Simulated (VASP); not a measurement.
C, 8 atoms in the cell. It takes space group I4/mmm (No. 139, tetragonal). Conventional cell: a = 4.965 Å, b = 4.965 Å, c = 4.676 Å, α = 90.00°, β = 90.00°, γ = 90.00°. C (site symmetry m) has 4 C at 1.47 to 1.62 Å within 2.0 Å.  This cell differs from its parent crystal: strain +0.030 along x and y, -0.030 along z.

```yaml
Program: VASP 6.6.1
Task: single point
Functional: LDA
Potentials_or_basis: VASP PAW LDA potentials, release 64 (C)
Cutoff: 520 eV
k_mesh: 8 × 8 × 8
Occupations: gaussian, width 0.05 eV
Spin: no spin polarisation
Dipole_correction: no
Further_INCAR_settings: ALGO = Normal; EDIFF = 1e-07; NBANDS = 26
```

Potentials or basis: VASP PAW LDA potentials, release 64 (C).

Run with:

```console
$ cat potpaw_LDA.64/C/POTCAR > POTCAR
$ mpirun -np 1 vasp_std > vasp.out
```

Hardware: 1 thread of Intel Xeon 6975P-C (shared host).

Problem. Estimate the wall time of this run.

Solution. It took 50 s on 1 thread of Intel Xeon 6975P-C (shared host), peak memory 0.18 GiB. Counts: scf iterations 14, k points 59.
